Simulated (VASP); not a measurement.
# Cd2GeBr6 (Fm-3m) in VASP: single point with PBE

Aim: the single point of Cd2GeBr6 with PBE.

Program: VASP 6.6.1. These are calculated values, not measurements. Logs are shortened: lines on timing, memory, paths and dates and some standing lists are left out, and cuts for length are marked.

### 1 The cell of the first run

It takes space group Fm-3m (No. 225, cubic). The conventional cell has a = 10.217 Å, b = 10.217 Å, c = 10.217 Å, α = 90.00°, β = 90.00°, γ = 90.00°. Within 2.7 Å of Ge (site symmetry m-3m) lie 6 Br at 2.04 Å. Within 4.8 Å of Cd (site symmetry -43m) lie 12 Br at 3.65 Å and 4 Ge at 4.42 Å. Br (site symmetry 4mm) has 1 Ge at 2.04 Å within 2.7 Å.

### 2 Single point, PBE

INCAR reads:

```
SYSTEM = Cd2GeBr6
  ALGO = Normal
  EDIFF = 1E-6
  ENCUT = 500
  GGA = PE
  GGA_COMPAT = .False.
  ISIF = 2
  ISMEAR = -1
  LASPH = .True.
  LCHARG = .False.
  LREAL = .False.
  LWAVE = .False.
  NBANDS = 50
  NELM = 120
  PREC = Accurate
  SIGMA = 0.1
```

KPOINTS reads:

```
k-points
0
Gamma
  6 6 6
  0 0 0
```

POSCAR reads:

```
Cd2GeBr6
1.0
    0.0000000000      5.1086440000      5.1086440000
    5.1086440000      0.0000000000      5.1086440000
    5.1086440000      5.1086440000      0.0000000000
Ge Cd Br
1 2 6
Direct
    0.0000000000      0.0000000000      0.0000000000
    0.2500000000      0.2500000000      0.2500000000
    0.7500000000      0.7500000000      0.7500000000
    0.8000000000      0.2000000000      0.2000000000
    0.2000000000      0.8000000000      0.2000000000
    0.2000000000      0.8000000000      0.8000000000
    0.8000000000      0.2000000000      0.8000000000
    0.2000000000      0.2000000000      0.8000000000
    0.8000000000      0.8000000000      0.2000000000
```

Potentials or basis: VASP PAW PBE potentials, release 64 (Ge_d, Cd, Br).

Run with:

```bash
cat potpaw_PBE.64/Ge_d/POTCAR potpaw_PBE.64/Cd/POTCAR potpaw_PBE.64/Br/POTCAR > POTCAR
mpirun -np 1 vasp_std > vasp.out
```

OUTCAR:

```text
SYSTEM = Cd2GeBr6
   EDIFF = 1E-6
   ENCUT = 500
   GGA = PE
   ISIF = 2
   ISMEAR = -1
   LASPH = .True.
   LREAL = .False.
   NELM = 120
   PREC = Accurate

 ion  position               nearest neighbor table
   1  0.000  0.000  0.000-   4 2.04   5 2.04   6 2.04   7 2.04   8 2.04   9 2.04
   2  0.250  0.250  0.250-
   3  0.750  0.750  0.750-
   4  0.800  0.200  0.200-   1 2.04
   5  0.200  0.800  0.200-   1 2.04
   6  0.200  0.800  0.800-   1 2.04
   7  0.800  0.200  0.800-   1 2.04
   8  0.200  0.200  0.800-   1 2.04
   9  0.800  0.800  0.200-   1 2.04

  LATTYP: Found a face centered cubic cell.
 ALAT       =    10.2172880000

  Lattice vectors:

 A1 = (   0.0000000000,   5.1086440000,   5.1086440000)
 A2 = (   5.1086440000,   0.0000000000,   5.1086440000)
 A3 = (   5.1086440000,   5.1086440000,   0.0000000000)

Analysis of symmetry for initial positions (statically):
=====================================================================
 Subroutine PRICEL returns:
 Original cell was already a primitive cell.

 Routine SETGRP: Setting up the symmetry group for a
 face centered cubic supercell.

 Subroutine GETGRP returns: Found 48 space group operations
 (whereof 48 operations were pure point group operations)
 out of a pool of 48 trial point group operations.

The static configuration has the point symmetry O_h .

Analysis of symmetry for dynamics (positions and initial velocities):
=====================================================================
 Subroutine PRICEL returns:
 Original cell was already a primitive cell.

 Routine SETGRP: Setting up the symmetry group for a
 face centered cubic supercell.

 Subroutine GETGRP returns: Found 48 space group operations
 (whereof 48 operations were pure point group operations)
 out of a pool of 48 trial point group operations.

The dynamic configuration has the point symmetry O_h .

 Subroutine INISYM returns: Found 48 space group operations
 (whereof 48 operations are pure point group operations),
 and found     1 'primitive' translations

----------------------------------------------------------------------------------------

                                     Primitive cell

  volume of cell :     266.6533

  direct lattice vectors                    reciprocal lattice vectors
     0.000000000  5.108644000  5.108644000    -0.097873330  0.097873330  0.097873330
     5.108644000  0.000000000  5.108644000     0.097873330 -0.097873330  0.097873330
     5.108644000  5.108644000  0.000000000     0.097873330  0.097873330 -0.097873330

  length of vectors
     7.224713630  7.224713630  7.224713630     0.169521580  0.169521580  0.169521580

  position of ions in fractional coordinates (direct lattice)
     0.000000000  0.000000000  0.000000000
     0.250000000  0.250000000  0.250000000
     0.750000000  0.750000000  0.750000000
     0.800000000  0.200000000  0.200000000
     0.200000000  0.800000000  0.200000000
     0.200000000  0.800000000  0.800000000
     0.800000000  0.200000000  0.800000000
     0.200000000  0.200000000  0.800000000
     0.800000000  0.800000000  0.200000000

  ion indices of the primitive-cell ions
   primitive index   ion index
                 1           1
                 2           2
                 3           3
                 4           4
                 5           5
                 6           6
                 7           7
                 8           8
                 9           9

----------------------------------------------------------------------------------------

 KPOINTS: k-points

Automatic generation of k-mesh.
 Grid dimensions read from file:
 generate k-points for:    6    6    6

 Generating k-lattice:

  Cartesian coordinates                     Fractional coordinates (reciprocal lattice)
    -0.016312222  0.016312222  0.016312222     0.166666667  0.000000000  0.000000000
     0.016312222 -0.016312222  0.016312222     0.000000000  0.166666667  0.000000000
     0.016312222  0.016312222 -0.016312222     0.000000000  0.000000000  0.166666667

  Length of vectors
     0.028253597  0.028253597  0.028253597

  Shift w.r.t. Gamma in fractional coordinates (k-lattice)
     0.000000000  0.000000000  0.000000000

 Subroutine IBZKPT returns following result:
 ===========================================

 Found     16 irreducible k-points:

 Following reciprocal coordinates:
            Coordinates               Weight
  0.000000  0.000000  0.000000      1.000000
  0.166667  0.000000  0.000000      8.000000
  0.333333  0.000000  0.000000      8.000000
  0.500000  0.000000  0.000000      4.000000
  0.166667  0.166667  0.000000      6.000000
  0.333333  0.166667  0.000000     24.000000
[... 8 lines left out ...]
 -0.333333  0.333333  0.166667     24.000000
 -0.333333  0.500000  0.166667     12.000000
   k-points           NKPTS =     16   k-points in BZ     NKDIM =     16   number of bands    NBANDS=     50
   number of dos      NEDOS =    301   number of ions     NIONS =      9
   total plane-waves  NPLWV = 157464
   dimension x,y,z NGX =    54 NGY =   54 NGZ =   54
   dimension x,y,z NGXF=   108 NGYF=  108 NGZF=  108
   ions per type =               1   2   6
   NGX,Y,Z   is equivalent  to a cutoff of  12.43, 12.43, 12.43 a.u.
   NGXF,Y,Z  is equivalent  to a cutoff of  24.85, 24.85, 24.85 a.u.
 SYSTEM =  Cd2GeBr6
   PREC   = accura    normal or accurate (medium, high low for compatibility)
   ISTART =      0    job   : 0-new  1-cont  2-samecut
   ICHARG =      2    charge: 1-file 2-atom 10-const
   ISPIN  =      1    spin polarized calculation?
   LNONCOLLINEAR =      F non collinear calculations
   LSORBIT =      F    spin-orbit coupling
   LASPH  =      T    aspherical Exc in radial PAW
   ENCUT  =  500.0 eV  36.75 Ry    6.06 a.u.  13.17 13.17 13.17*2*pi/ulx,y,z
   NELM   =    120;   NELMIN=  2; NELMDL= -5     # of ELM steps
   EDIFF  = 0.1E-05   stopping-criterion for ELM
   LREAL  =      F    real-space projection
[... 7 lines left out ...]
   TEBEG  =    0.0;   TEEND  =   0.0 temperature during run
   PSTRESS=    0.0 pullay stress
   NELECT =      80.0000    total number of electrons
   NUPDOWN=      -1.0000    fix difference up-down
   EMIN   =  10.00;   EMAX   =-10.00  energy-range for DOS
   EFERMI =   0.00;   METHOD = LEGACY
   ISMEAR =    -1;   SIGMA  =   0.10  broadening in eV -4-tet -1-fermi 0-gaus
   EFERMI_NEDOS =   21; number of points for ismear=-14 and -15
   IALGO  =     38    algorithm
   IMIX   =      4    mixing-type and parameters
     AMIX     =   0.40;   BMIX     =  1.00
     AMIX_MAG =   1.60;   BMIX_MAG =  1.00
  volume/ion in A,a.u.               =      29.63       199.94
  Fermi-wavevector in a.u.,A,eV,Ry     =   1.095946  2.071038 16.341928  1.201098
  Thomas-Fermi vector in A             =   2.232279
   LORBIT       =      0    0 simple, 1 ext, 2 COOP (PROOUT), +10 PAW based schemes
   GGA     = PE    functional components
   LHFCALC =     F    Hartree Fock is set to
   AEXX    =    0.0000 exact exchange contribution
   IVDW    =     0    specifies the selected vdW correction
   LEPSILON=     F    determine dielectric tensor
   LRPA    =     F    only Hartree local field effects (RPA)
 non-spin polarized calculation
  energy-cutoff  :      500.00
  volume of cell :      266.65
 maximum number of plane-waves:      6855
 NGX is ok and might be reduce to    54
   NGX = 27   NGY = 27   NGZ = 27

 number of electron      79.9999989 magnetization

 Free energy of the ion-electron system (eV)
  ---------------------------------------------------
  ext. energy  EPLUGINS =         0.00000000
  ---------------------------------------------------
  free energy    TOTEN  =        -6.39199601 eV

  energy without entropy =       -6.24770190  energy(sigma->0) =       -6.31984895

 E-fermi :   1.2542     XC(G=0):  -8.3595

 val. band max:        1.2453292073   @ k =   0.3333   0.0000   0.0000
 cond. band min:       1.3031616202   @ k =  -0.3333   0.5000   0.1667
 fundamental gap:      0.0578324129
 Fermi energy:         1.2541676202

 k-point     1 :       0.0000    0.0000    0.0000
  band No.  band energies     occupation
      1     -24.5503      2.00000
      2     -24.5503      2.00000
      3     -24.2261      2.00000
      4     -24.2261      2.00000
      5     -24.2261      2.00000
      6     -17.7324      2.00000
[... 42 lines left out ...]
     49       7.7007      0.00000
     50       7.7007      0.00000

 k-point     2 :       0.1667    0.0000    0.0000
  band No.  band energies     occupation
      1     -24.5503      2.00000
      2     -24.5503      2.00000
      3     -24.2260      2.00000
      4     -24.2260      2.00000
      5     -24.2260      2.00000
      6     -17.7296      2.00000
[... 42 lines left out ...]
     49       7.9513      0.00000
     50       7.9527      0.00000

 k-point     3 :       0.3333    0.0000    0.0000
  band No.  band energies     occupation
      1     -24.5503      2.00000
      2     -24.5503      2.00000
      3     -24.2261      2.00000
      4     -24.2261      2.00000
      5     -24.2261      2.00000
      6     -17.7240      2.00000
[... 42 lines left out ...]
     49       6.9847      0.00000
     50       8.7103      0.00000

 k-point     4 :       0.5000    0.0000    0.0000
  band No.  band energies     occupation
      1     -24.5503      2.00000
      2     -24.5503      2.00000
      3     -24.2261      2.00000
      4     -24.2260      2.00000
      5     -24.2260      2.00000
      6     -17.7211      2.00000
[... 575 lines left out ...]
 k-point    15 :      -0.3333    0.3333    0.1667
  band No.  band energies     occupation
      1     -24.5503      2.00000
      2     -24.5503      2.00000
      3     -24.2261      2.00000
      4     -24.2260      2.00000
      5     -24.2260      2.00000
      6     -17.7184      2.00000
[... 42 lines left out ...]
     49       7.0201      0.00000
     50       8.5070      0.00000

 k-point    16 :      -0.3333    0.5000    0.1667
  band No.  band energies     occupation
      1     -24.5503      2.00000
      2     -24.5503      2.00000
      3     -24.2261      2.00000
      4     -24.2260      2.00000
      5     -24.2260      2.00000
      6     -17.7174      2.00000
[... 42 lines left out ...]
     49       7.4653      0.00000
     50       8.1096      0.00000

------------------------ aborting loop because EDIFF is reached ----------------------------------------

  FORCE on cell =-STRESS in cart. coord.  units (eV):
  Direction    XX          YY          ZZ          XY          YZ          ZX
  --------------------------------------------------------------------------------------
  -------------------------------------------------------------------------------------
  Total       46.1825020     46.1825020     46.1825020     -0.0000000     -0.0000000      0.0000000
  in kB      277.4860313    277.4860313    277.4860313     -0.0000000     -0.0000000      0.0000000
  external PRESSURE =     277.4860313 kB  Pullay stress =       0.0000000 kB

 VOLUME and BASIS-vectors are now :
 -----------------------------------------------------------------------------
  energy-cutoff  :      500.00
  volume of cell :      266.65
      direct lattice vectors                 reciprocal lattice vectors
     0.000000000  5.108644000  5.108644000    -0.097873330  0.097873330  0.097873330
     5.108644000  0.000000000  5.108644000     0.097873330 -0.097873330  0.097873330
     5.108644000  5.108644000  0.000000000     0.097873330  0.097873330 -0.097873330

 POSITION                                       TOTAL-FORCE (eV/Angst)
 -----------------------------------------------------------------------------------
      0.00000      0.00000      0.00000         0.000000      0.000000     -0.000000
      2.55432      2.55432      2.55432         0.000000     -0.000000     -0.000000
      7.66297      7.66297      7.66297         0.000000      0.000000      0.000000
      2.04346      5.10864      5.10864        12.041639      0.000000      0.000000
      5.10864      2.04346      5.10864         0.000000     12.041639      0.000000
      8.17383      5.10864      5.10864       -12.041639      0.000000      0.000000
      5.10864      8.17383      5.10864         0.000000    -12.041639      0.000000
      5.10864      5.10864      2.04346         0.000000      0.000000     12.041639
      5.10864      5.10864      8.17383         0.000000      0.000000    -12.041639
 -----------------------------------------------------------------------------------
    total drift:                               -0.000000     -0.000000     -0.000000

  FREE ENERGIE OF THE ION-ELECTRON SYSTEM (eV)
  ---------------------------------------------------
  free  energy   TOTEN  =        -6.3919960070 eV

  energy  without entropy=       -6.2477019017  energy(sigma->0) =       -6.31984895
```

Run time: 4.2 min. Hardware: 1 thread of AMD EPYC 7R13, shared host; peak memory 0.48 GiB.

Results:

```yaml
Free_energy: -6.3920 eV
Pressure: 27.7 GPa
Largest_force: 12.042 eV/Å
Band_gap_on_the_k_mesh: zero (bands 40 and 41 overlap by 0.44 eV)
```

Forces in eV/Å, atoms in the order of the input:
```
Ge    0.000   0.000   0.000
Cd    0.000   0.000   0.000
Cd    0.000   0.000   0.000
Br   12.042   0.000   0.000
Br    0.000  12.042   0.000
Br  -12.042   0.000   0.000
Br    0.000 -12.042   0.000
Br    0.000   0.000  12.042
Br    0.000   0.000 -12.042
```

Caveat: the cell stands under pressure; forces of over 1 eV/Å act on the atoms, so gaps and moduli don't describe the material at rest.

The gap in the log of VASP goes by the Fermi energy; the results here count the filled bands.